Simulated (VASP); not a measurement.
# ZnCu2SnS4 (I-4) in VASP: single point with r2SCAN

Aim: the single point of ZnCu2SnS4 with r2SCAN.

Program: VASP 6.6.1. These are calculated values, not measurements. Logs are shortened: lines on timing, memory, paths and dates and some standing lists are left out, and cuts for length are marked.

## 1. The cell of the first run

It takes space group I-4 (No. 82, tetragonal). The conventional cell has a = 5.414 Å, b = 5.414 Å, c = 10.823 Å, α = 90.00°, β = 90.00°, γ = 90.00°. Cu (site symmetry -4) has 4 S at 2.30 Å within 3.0 Å. Cu (site symmetry -4) has 4 S at 2.30 Å within 3.0 Å. Zn (site symmetry -4) has 4 S at 2.34 Å within 3.1 Å. Within 3.2 Å of Sn (site symmetry -4) lie 4 S at 2.44 Å. Within 3.0 Å of S (site symmetry 1) lie 2 Cu at 2.30 Å and 1 Zn at 2.34 Å and 1 Sn at 2.44 Å.

## 2. Single point, r2SCAN

POSCAR

```
ZnCu2SnS4
1.0
   -2.7069829081      2.7069829081      5.4112901325
    2.7069829081     -2.7069829081      5.4112901325
    2.7069829081      2.7069829081     -5.4112901325
Cu Zn Sn S
2 1 1 4
Direct
    0.0000000000      0.0000000000      0.0000000000
    0.7500000000      0.2500000000      0.5000000000
    0.2500000000      0.7500000000      0.5000000000
    0.5000000000      0.5000000000      0.0000000000
    0.1065752469      0.6286969809      0.9935355603
    0.3713030191      0.3648385794      0.4778782659
    0.6351614206      0.1130396866      0.0064644397
    0.8869603134      0.8934247531      0.5221217341
```

INCAR.step1

```
SYSTEM = ZnCu2SnS4
PREC = Accurate
ENCUT = 520
ISMEAR = 0
SIGMA = 0.01
LREAL = .False.
LASPH = .True.
NELM = 80
NBANDS = 46
GGA = PE
ALGO = Normal
EDIFF = 1E-4
LWAVE = .True.
LCHARG = .False.
```

INCAR.step2

```
SYSTEM = ZnCu2SnS4
PREC = Accurate
ENCUT = 520
EDIFF = 1E-6
ISMEAR = 0
SIGMA = 0.01
LREAL = .False.
LASPH = .True.
NELM = 80
ALGO = Normal
ISIF = 2
LWAVE = .False.
LCHARG = .True.
METAGGA = R2SCAN
LMIXTAU = .True.
LELF = .True.
LVHAR = .True.
NBANDS = 46
ISTART = 1
```

KPOINTS

```
regular mesh
0
Gamma
  6 6 6
  0 0 0
```

Potentials or basis: VASP PAW PBE potentials, release 64 (Cu, Zn, Sn_d, S).

Command:

```console
> cat potpaw_PBE.64/Cu/POTCAR potpaw_PBE.64/Zn/POTCAR potpaw_PBE.64/Sn_d/POTCAR potpaw_PBE.64/S/POTCAR > POTCAR
> cp INCAR.step1 INCAR
> mpirun -np 1 vasp_std > vasp.out
> cp INCAR.step2 INCAR
> mpirun -np 1 vasp_std > vasp.out
```

OUTCAR:

```text
SYSTEM = ZnCu2SnS4
   PREC = Accurate
   ENCUT = 520
   EDIFF = 1E-6
   ISMEAR = 0
   LREAL = .False.
   LASPH = .True.
   NELM = 80
   ISIF = 2
   METAGGA = R2SCAN
   ISTART = 1

 ion  position               nearest neighbor table
   1  0.000  0.000  0.000-   8 2.30   7 2.30   5 2.30   6 2.30
   2  0.750  0.250  0.500-   6 2.30   5 2.30   7 2.30   8 2.30
   3  0.250  0.750  0.500-   6 2.34   5 2.34   7 2.34   8 2.34
   4  0.500  0.500  0.000-   5 2.44   7 2.44   8 2.44   6 2.44
   5  0.107  0.629  0.994-   2 2.30   1 2.30   3 2.34   4 2.44
   6  0.371  0.365  0.478-   2 2.30   1 2.30   3 2.34   4 2.44
   7  0.635  0.113  0.006-   2 2.30   1 2.30   3 2.34   4 2.44
   8  0.887  0.893  0.522-   2 2.30   1 2.30   3 2.34   4 2.44

  LATTYP: Found a body centered tetragonal cell.
 ALAT       =     5.4139658162
 C/A-ratio  =     1.9990115624

  Lattice vectors:

 A1 = (  -2.7069829081,   2.7069829081,   5.4112901325)
 A2 = (   2.7069829081,  -2.7069829081,   5.4112901325)
 A3 = (   2.7069829081,   2.7069829081,  -5.4112901325)

Analysis of symmetry for initial positions (statically):
=====================================================================
 Subroutine PRICEL returns:
 Original cell was already a primitive cell.

 Routine SETGRP: Setting up the symmetry group for a
 body centered tetragonal supercell.

 Subroutine GETGRP returns: Found  4 space group operations
 (whereof  4 operations were pure point group operations)
 out of a pool of 16 trial point group operations.

The static configuration has the point symmetry S_4 .

Analysis of symmetry for dynamics (positions and initial velocities):
=====================================================================
 Subroutine PRICEL returns:
 Original cell was already a primitive cell.

 Routine SETGRP: Setting up the symmetry group for a
 body centered tetragonal supercell.

 Subroutine GETGRP returns: Found  4 space group operations
 (whereof  4 operations were pure point group operations)
 out of a pool of 16 trial point group operations.

The dynamic configuration has the point symmetry S_4 .

 Subroutine INISYM returns: Found  4 space group operations
 (whereof  4 operations are pure point group operations),
 and found     1 'primitive' translations

----------------------------------------------------------------------------------------

                                     Primitive cell

  volume of cell :     158.6105

[... 106 lines left out ...]
   ISIF   =      2    stress and relaxation
   ISYM   =      2    0-nonsym 1-usesym 2-fastsym
   POTIM  = 0.5000    time-step for ionic-motion
   TEBEG  =    0.0;   TEEND  =   0.0 temperature during run
   PSTRESS=    0.0 pullay stress
   NELECT =      72.0000    total number of electrons
   NUPDOWN=      -1.0000    fix difference up-down
   EMIN   =  10.00;   EMAX   =-10.00  energy-range for DOS
   EFERMI =   0.00;   METHOD = LEGACY
   ISMEAR =     0;   SIGMA  =   0.01  broadening in eV -4-tet -1-fermi 0-gaus
   EFERMI_NEDOS =   21; number of points for ismear=-14 and -15
   IALGO  =     38    algorithm
   IMIX   =      4    mixing-type and parameters
     AMIX     =   0.40;   BMIX     =  1.00
     AMIX_MAG =   1.60;   BMIX_MAG =  1.00
  volume/ion in A,a.u.               =      19.83       133.79
  Fermi-wavevector in a.u.,A,eV,Ry     =   1.258177  2.377610 21.538147  1.583009
  Thomas-Fermi vector in A             =   2.391799
   LORBIT       =      0    0 simple, 1 ext, 2 COOP (PROOUT), +10 PAW based schemes
   METAGGA = R2SCAN    functional components
   LHFCALC =     F    Hartree Fock is set to
   AEXX    =    0.0000 exact exchange contribution
   IVDW    =     0    specifies the selected vdW correction
   LEPSILON=     F    determine dielectric tensor
   LRPA    =     F    only Hartree local field effects (RPA)
 non-spin polarized calculation
 Gauss-broadening in eV      SIGMA  =   0.01
  energy-cutoff  :      520.00
  volume of cell :      158.61
 maximum number of plane-waves:      4325
 NGX is ok and might be reduce to    50
   NGX = 25   NGY = 25   NGZ = 25

 number of electron      71.9999999 magnetization

 Free energy of the ion-electron system (eV)
  ---------------------------------------------------
  ext. energy  EPLUGINS =         0.00000000
  ---------------------------------------------------
  free energy    TOTEN  =       -91.95069375 eV

  energy without entropy =      -91.95069375  energy(sigma->0) =      -91.95069375

 E-fermi :   4.9962     XC(G=0): -10.4783

 val. band max:        4.8717315841   @ k =   0.0000   0.0000   0.0000
 cond. band min:       5.3699263970   @ k =   0.0000   0.0000   0.0000
 fundamental gap:      0.4981948129
 Fermi energy:         4.9962273581

 k-point     1 :       0.0000    0.0000    0.0000
  band No.  band energies     occupation
      1     -18.2134      2.00000
      2     -18.2089      2.00000
      3     -18.2089      2.00000
      4     -18.1107      2.00000
      5     -18.1047      2.00000
      6     -10.4082      2.00000
[... 1165 lines left out ...]
     45      11.1103      0.00000
     46      11.4895      0.00000

 [... further k-points ...]

------------------------ aborting loop because EDIFF is reached ----------------------------------------

  FORCE on cell =-STRESS in cart. coord.  units (eV):
  Direction    XX          YY          ZZ          XY          YZ          ZX
  --------------------------------------------------------------------------------------
  -------------------------------------------------------------------------------------
  Total       -0.0248648     -0.0248648     -0.0241378     -0.0000095      0.0000000      0.0000000
  in kB       -0.2511675     -0.2511675     -0.2438243     -0.0000957      0.0000000      0.0000000
  external PRESSURE =      -0.2487198 kB  Pullay stress =       0.0000000 kB

 VOLUME and BASIS-vectors are now :
 -----------------------------------------------------------------------------
  energy-cutoff  :      520.00
  volume of cell :      158.61
      direct lattice vectors                 reciprocal lattice vectors
    -2.706982908  2.706982908  5.411290132     0.000000000  0.184707483  0.092399407
     2.706982908 -2.706982908  5.411290132     0.184707483  0.000000000  0.092399407
     2.706982908  2.706982908 -5.411290132     0.184707483  0.184707483  0.000000000

 POSITION                                       TOTAL-FORCE (eV/Angst)
 -----------------------------------------------------------------------------------
      0.00000      0.00000      0.00000         0.000000      0.000000     -0.000000
      0.00000      2.70698      2.70565         0.000000      0.000000      0.000000
      2.70698      0.00000      2.70565         0.000000      0.000000      0.000000
      0.00000      0.00000      5.41129         0.000000      0.000000     -0.000000
      4.10286      1.27611     -1.39754        -0.008766      0.011761      0.009621
      1.27611      1.31111      1.39754         0.011761      0.008766     -0.009621
     -1.39588      1.43087      4.01375         0.008766     -0.011761      0.009621
      1.43087      1.39588      6.80883        -0.011761     -0.008766     -0.009621
 -----------------------------------------------------------------------------------
    total drift:                                0.000589      0.000590     -0.000164

  FREE ENERGIE OF THE ION-ELECTRON SYSTEM (eV)
  ---------------------------------------------------
  free  energy   TOTEN  =       -91.9506937463 eV

  energy  without entropy=      -91.9506937463  energy(sigma->0) =      -91.95069375
```

Wall time 13 min (1 thread of Intel Xeon 6975P-C (Granite Rapids), shared host); peak memory 0.55 GiB.

Results:

- Free energy: -91.9507 eV
- Pressure: 0.0 GPa
- Largest force: 0.018 eV/Å
- Band gap on the k mesh: 0.50 eV

Forces in eV/Å, atoms in the order of the input:
```
Cu   0.000  0.000  0.000
Cu   0.000  0.000  0.000
Zn   0.000  0.000  0.000
Sn   0.000  0.000  0.000
S   -0.009  0.012  0.010
S    0.012  0.009 -0.010
S    0.009 -0.012  0.010
S   -0.012 -0.009 -0.010
```

Caveat: semilocal functionals underestimate gaps, and a narrow one can read as zero; the PAW data sets were made with another functional, which shifts forces and pressure a little; spin-orbit coupling is left out, which moves the levels of the heavy elements.
